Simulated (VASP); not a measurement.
# CuO (Cc) in VASP: a series of runs

The runs below take CuO through single point, with PBE.

All numbers are computed with VASP 6.6.1; they aren't measurements. Logs are shortened: lines on timing, memory, paths and dates and some standing lists are left out, and cuts for length are marked.

## 1. The cell of the first run

It takes space group Cc (No. 9, monoclinic). Conventional cell: a = 4.689 Å, b = 3.427 Å, c = 5.132 Å, α = 90.00°, β = 99.65°, γ = 90.00°. Cu (site symmetry 1) has 4 O at 1.91 to 2.02 Å within 2.5 Å. O (site symmetry 1) has 4 Cu at 1.91 to 2.02 Å within 2.5 Å.

## 2. Single point, PBE

INCAR

```
SYSTEM = CuO
ALGO = Normal ; EDIFF = 1E-7
ENCUT = 520 ; GGA = PE
ISIF = 2 ; ISMEAR = 1
LASPH = .True. ; LCHARG = .False.
LREAL = .False. ; LWAVE = .False.
NBANDS = 25 ; NELM = 100
PREC = Accurate ; SIGMA = 0.02
```

KPOINTS

```
k-points
0
Gamma
  16 16 8
  0 0 0
```

POSCAR

```
CuO
1.0
    2.3446500000     -1.7134000000      0.0000000000
    2.3446500000      1.7134000000      0.0000000000
   -0.8605500000      0.0000000000      5.0594400000
Cu O
2 2
Direct
    0.0032000000      0.4968000000      0.0000000000
    0.4968000000      0.0032000000      0.5000000000
    0.5714000000      0.4056000000      0.2537000000
    0.4056000000      0.5714000000      0.7537000000
```

Potentials or basis: VASP PAW PBE potentials, release 64 (Cu, O).

On the command line:

```
cat potpaw_PBE.64/Cu/POTCAR potpaw_PBE.64/O/POTCAR > POTCAR
mpirun -np 1 vasp_std > vasp.out
```

OUTCAR:

```text
SYSTEM = CuO
   EDIFF = 1E-7
   ENCUT = 520
   GGA = PE
   ISIF = 2
   ISMEAR = 1
   LASPH = .True.
   LREAL = .False.
   NELM = 100
   PREC = Accurate

 ion  position               nearest neighbor table
   1  0.003  0.497  0.000-   4 1.91   3 1.93   4 1.98   3 2.02
   2  0.497  0.003  0.500-   3 1.91   4 1.93   3 1.98   4 2.02
   3  0.571  0.406  0.254-   2 1.91   1 1.93   2 1.98   1 2.02
   4  0.406  0.571  0.754-   1 1.91   2 1.93   1 1.98   2 2.02

  LATTYP: Found a base centered monoclinic cell.
 ALAT       =     4.6893000000
 B/A-ratio  =     0.7307700510
 C/A-ratio  =     1.0944283424
 COS(beta)  =    -0.1676798048

  Lattice vectors:

 A1 = (   2.3446500000,  -1.7134000000,   0.0000000000)
 A2 = (   2.3446500000,   1.7134000000,   0.0000000000)
 A3 = (  -0.8605500000,   0.0000000000,   5.0594400000)

Analysis of symmetry for initial positions (statically):
=====================================================================
 Subroutine PRICEL returns:
 Original cell was already a primitive cell.

 Routine SETGRP: Setting up the symmetry group for a
 base centered monoclinic supercell.

 Subroutine GETGRP returns: Found  2 space group operations
 (whereof  1 operations were pure point group operations)
 out of a pool of  4 trial point group operations.

The static configuration has the point symmetry C_1 .
 The point group associated with its full space group is C_1h.

Analysis of symmetry for dynamics (positions and initial velocities):
=====================================================================
 Subroutine PRICEL returns:
 Original cell was already a primitive cell.

 Routine SETGRP: Setting up the symmetry group for a
 base centered monoclinic supercell.

 Subroutine GETGRP returns: Found  2 space group operations
 (whereof  1 operations were pure point group operations)
 out of a pool of  4 trial point group operations.

The dynamic configuration has the point symmetry C_1 .
 The point group associated with its full space group is C_1h.

 Subroutine INISYM returns: Found  2 space group operations
 (whereof  1 operations are pure point group operations),
 and found     1 'primitive' translations

----------------------------------------------------------------------------------------

                                     Primitive cell

  volume of cell :      40.6508

  direct lattice vectors                    reciprocal lattice vectors
     2.344650000 -1.713400000  0.000000000     0.213251445 -0.291817439  0.036271510
     2.344650000  1.713400000  0.000000000     0.213251445  0.291817439  0.036271510
    -0.860550000  0.000000000  5.059440000     0.000000000  0.000000000  0.197650333

  length of vectors
     2.903984019  2.903984019  5.132102826     0.363248151  0.363248151  0.197650333

  position of ions in fractional coordinates (direct lattice)
     0.003200000  0.496800000  0.000000000
     0.496800000  0.003200000  0.500000000
     0.571400000  0.405600000  0.253700000
     0.405600000  0.571400000  0.753700000

  ion indices of the primitive-cell ions
   primitive index   ion index
                 1           1
                 2           2
                 3           3
                 4           4

----------------------------------------------------------------------------------------

 KPOINTS: k-points

Automatic generation of k-mesh.
 Grid dimensions read from file:
 generate k-points for:   16   16    8

 Generating k-lattice:

  Cartesian coordinates                     Fractional coordinates (reciprocal lattice)
     0.013328215 -0.018238590  0.002266969     0.062500000 -0.000000000  0.000000000
     0.013328215  0.018238590  0.002266969    -0.000000000  0.062500000  0.000000000
     0.000000000  0.000000000  0.024706292     0.000000000  0.000000000  0.125000000

  Length of vectors
     0.022703009  0.022703009  0.024706292

  Shift w.r.t. Gamma in fractional coordinates (k-lattice)
     0.000000000  0.000000000  0.000000000

 Subroutine IBZKPT returns following result:
 ===========================================

 Found    554 irreducible k-points:

 Following reciprocal coordinates:
            Coordinates               Weight
  0.000000  0.000000  0.000000      1.000000
  0.062500  0.000000  0.000000      4.000000
  0.125000  0.000000  0.000000      4.000000
  0.187500  0.000000 -0.000000      4.000000
  0.250000  0.000000  0.000000      4.000000
  0.312500  0.000000  0.000000      4.000000
[... 16 lines left out ...]
 -0.125000  0.062500  0.000000      4.000000
 -0.062500  0.062500  0.000000      2.000000
 [... further k-points ...]
   k-points           NKPTS =    554   k-points in BZ     NKDIM =    554   number of bands    NBANDS=     25
   number of dos      NEDOS =    301   number of ions     NIONS =      4
   total plane-waves  NPLWV =  23040
   dimension x,y,z NGX =    24 NGY =   24 NGZ =   40
   dimension x,y,z NGXF=    48 NGYF=   48 NGZF=   80
   ions per type =               2   2
   NGX,Y,Z   is equivalent  to a cutoff of  13.74, 13.74, 12.96 a.u.
   NGXF,Y,Z  is equivalent  to a cutoff of  27.48, 27.48, 25.91 a.u.
 SYSTEM =  CuO
   PREC   = accura    normal or accurate (medium, high low for compatibility)
   ISTART =      0    job   : 0-new  1-cont  2-samecut
   ICHARG =      2    charge: 1-file 2-atom 10-const
   ISPIN  =      1    spin polarized calculation?
   LNONCOLLINEAR =      F non collinear calculations
   LSORBIT =      F    spin-orbit coupling
   LASPH  =      T    aspherical Exc in radial PAW
   ENCUT  =  520.0 eV  38.22 Ry    6.18 a.u.   5.40  5.40  9.54*2*pi/ulx,y,z
   NELM   =    100;   NELMIN=  2; NELMDL= -5     # of ELM steps
   EDIFF  = 0.1E-06   stopping-criterion for ELM
   LREAL  =      F    real-space projection
   EDIFFG = 0.1E-05   stopping-criterion for IOM
   NSW    =      0    number of steps for IOM
   IBRION =     -1    ionic relax: 0-MD 1-quasi-New 2-CG
   NFREE  =      0    steps in history (QN), initial steepest desc. (CG)
   ISIF   =      2    stress and relaxation
   ISYM   =      2    0-nonsym 1-usesym 2-fastsym
   POTIM  = 0.5000    time-step for ionic-motion
   TEBEG  =    0.0;   TEEND  =   0.0 temperature during run
   PSTRESS=    0.0 pullay stress
   NELECT =      34.0000    total number of electrons
   NUPDOWN=      -1.0000    fix difference up-down
   EMIN   =  10.00;   EMAX   =-10.00  energy-range for DOS
   EFERMI =   0.00;   METHOD = LEGACY
   ISMEAR =     1;   SIGMA  =   0.02  broadening in eV -4-tet -1-fermi 0-gaus
   EFERMI_NEDOS =   21; number of points for ismear=-14 and -15
   IALGO  =     38    algorithm
   IMIX   =      4    mixing-type and parameters
     AMIX     =   0.40;   BMIX     =  1.00
     AMIX_MAG =   1.60;   BMIX_MAG =  1.00
  volume/ion in A,a.u.               =      10.16        68.58
  Fermi-wavevector in a.u.,A,eV,Ry     =   1.542451  2.914810 32.370373  2.379155
  Thomas-Fermi vector in A             =   2.648254
   LORBIT       =      0    0 simple, 1 ext, 2 COOP (PROOUT), +10 PAW based schemes
   GGA     = PE    functional components
   LHFCALC =     F    Hartree Fock is set to
   AEXX    =    0.0000 exact exchange contribution
   IVDW    =     0    specifies the selected vdW correction
   LEPSILON=     F    determine dielectric tensor
   LRPA    =     F    only Hartree local field effects (RPA)
 non-spin polarized calculation
 Methfessel and Paxton  Order N= 1 SIGMA  =   0.02
  energy-cutoff  :      520.00
  volume of cell :       40.65
 maximum number of plane-waves:      1129
 NGX is ok and might be reduce to    24
   NGX = 11   NGY = 11   NGZ = 19

 number of electron      33.9999999 magnetization

 Free energy of the ion-electron system (eV)
  ---------------------------------------------------
  ext. energy  EPLUGINS =         0.00000000
  ---------------------------------------------------
  free energy    TOTEN  =       -19.48031479 eV

  energy without entropy =      -19.48036596  energy(sigma->0) =      -19.48033185

 E-fermi :   5.6827     XC(G=0): -11.8988

 val. band max:        5.6820288692   @ k =   0.2500   0.1875   0.2500
 cond. band min:       5.6907811487   @ k =   0.3750   0.2500   0.5000
 fundamental gap:      0.0087522795
 Fermi energy:         5.6826818346

 k-point     1 :       0.0000    0.0000    0.0000
  band No.  band energies     occupation
      1     -14.2278      2.00000
      2     -12.9145      2.00000
      3      -2.4365      2.00000
      4       0.1486      2.00000
      5       0.5076      2.00000
      6       2.3003      2.00000
[... 17 lines left out ...]
     24      22.0630      0.00000
     25      22.4439      0.00000

 k-point     2 :       0.0625    0.0000    0.0000
  band No.  band energies     occupation
      1     -14.2013      2.00000
      2     -12.9059      2.00000
      3      -2.3930      2.00000
      4       0.1421      2.00000
      5       0.4965      2.00000
      6       1.9313      2.00000
[... 17 lines left out ...]
     24      21.8661      0.00000
     25      22.6453      0.00000

 k-point     3 :       0.1250    0.0000    0.0000
  band No.  band energies     occupation
      1     -14.1245      2.00000
      2     -12.8814      2.00000
      3      -2.2678      2.00000
      4       0.1192      2.00000
      5       0.4690      2.00000
      6       1.3133      2.00000
[... 17 lines left out ...]
     24      21.3869      0.00000
     25      22.4751      0.00000

 k-point     4 :       0.1875    0.0000   -0.0000
  band No.  band energies     occupation
      1     -14.0064      2.00000
      2     -12.8446      2.00000
      3      -2.0772      2.00000
      4       0.0752      2.00000
      5       0.4046      2.00000
      6       0.6739      2.00000
[... 17 lines left out ...]
     24      20.8613      0.00000
     25      22.1909      0.00000

 k-point     5 :       0.2500    0.0000    0.0000
  band No.  band energies     occupation
      1     -13.8615      2.00000
      2     -12.8007      2.00000
      3      -1.8487      2.00000
      4      -0.0977      2.00000
      5       0.0351      2.00000
      6       0.4896      2.00000
[... 17 lines left out ...]
     24      20.1740      0.00000
     25      21.9402      0.00000

 k-point     6 :       0.3125    0.0000    0.0000
  band No.  band energies     occupation
      1     -13.7098      2.00000
      2     -12.7565      2.00000
      3      -1.6199      2.00000
      4      -0.6659      2.00000
      5      -0.0177      2.00000
      6       0.4828      2.00000
[... 17 lines left out ...]
     24      19.4773      0.00000
     25      21.6972      0.00000
[... 393 lines left out ...]
 k-point    21 :      -0.2500    0.0625    0.0000
  band No.  band energies     occupation
      1     -13.8089      2.00000
      2     -12.7799      2.00000
      3      -1.7687      2.00000
      4      -0.2004      2.00000
      5      -0.0131      2.00000
      6       0.4168      2.00000
[... 17 lines left out ...]
     24      19.7108      0.00000
     25      21.2380      0.00000

 k-point    22 :      -0.1875    0.0625    0.0000
  band No.  band energies     occupation
      1     -13.9555      2.00000
      2     -12.8241      2.00000
      3      -1.9986      2.00000
      4       0.0351      2.00000
      5       0.3483      2.00000
      6       0.5101      2.00000
[... 17 lines left out ...]
     24      20.2252      0.00000
     25      21.5910      0.00000

 k-point    23 :      -0.1250    0.0625    0.0000
  band No.  band energies     occupation
      1     -14.0792      2.00000
      2     -12.8634      2.00000
      3      -2.1969      2.00000
      4       0.0873      2.00000
      5       0.4310      2.00000
      6       1.0827      2.00000
[... 17 lines left out ...]
     24      20.6249      0.00000
     25      22.0635      0.00000

 k-point    24 :      -0.0625    0.0625    0.0000
  band No.  band energies     occupation
      1     -14.1644      2.00000
      2     -12.8920      2.00000
      3      -2.3344      2.00000
      4       0.1213      2.00000
      5       0.4711      2.00000
      6       1.6109      2.00000
[... 17 lines left out ...]
     24      21.1657      0.00000
     25      22.5394      0.00000

 [... further k-points ...]

------------------------ aborting loop because EDIFF is reached ----------------------------------------

  FORCE on cell =-STRESS in cart. coord.  units (eV):
  Direction    XX          YY          ZZ          XY          YZ          ZX
  --------------------------------------------------------------------------------------
  -------------------------------------------------------------------------------------
  Total        1.5947144      1.7741000      1.4652030      0.0000000      0.0000000     -0.4583071
  in kB       62.8527457     69.9229021     57.7482941      0.0000000      0.0000000    -18.0633364
  external PRESSURE =      63.5079806 kB  Pullay stress =       0.0000000 kB

 VOLUME and BASIS-vectors are now :
 -----------------------------------------------------------------------------
  energy-cutoff  :      520.00
  volume of cell :       40.65
      direct lattice vectors                 reciprocal lattice vectors
     2.344650000 -1.713400000  0.000000000     0.213251445 -0.291817439  0.036271510
     2.344650000  1.713400000  0.000000000     0.213251445  0.291817439  0.036271510
    -0.860550000  0.000000000  5.059440000     0.000000000  0.000000000  0.197650333

 POSITION                                       TOTAL-FORCE (eV/Angst)
 -----------------------------------------------------------------------------------
      1.17233      0.84573      0.00000        -0.648925      0.366242      0.252872
      0.74205     -0.84573      2.52972        -0.648925     -0.366242      0.252872
      2.07240     -0.28408      1.28358         0.648925      0.269659     -0.252872
      1.64213      0.28408      3.81330         0.648925     -0.269659     -0.252872
 -----------------------------------------------------------------------------------
    total drift:                               -0.000125      0.000000     -0.000509

  FREE ENERGIE OF THE ION-ELECTRON SYSTEM (eV)
  ---------------------------------------------------
  free  energy   TOTEN  =       -19.4803147872 eV

  energy  without entropy=      -19.4803659637  energy(sigma->0) =      -19.48033185
```

Run time: 3.3 min. Hardware: 1 thread of Intel Xeon 6975P-C (Granite Rapids), shared host; peak memory 0.54 GiB.

Results:

| Quantity | Value |
| --- | --- |
| Free energy | -19.4803 eV |
| Pressure | 6.4 GPa |
| Largest force | 0.787 eV/Å |
| Band gap on the k mesh | zero (bands 17 and 18 overlap by 0.72 eV) |

Forces in eV/Å, atoms in the order of the input:
```
Cu  -0.649  0.366  0.253
Cu  -0.649 -0.366  0.253
O    0.649  0.270 -0.253
O    0.649 -0.270 -0.253
```

Caveat: the cell stands under pressure; semilocal functionals often make such compounds metallic where correlation or magnetic order opens a gap, which also shifts bond lengths.

(Continued in part 2 of 2.)
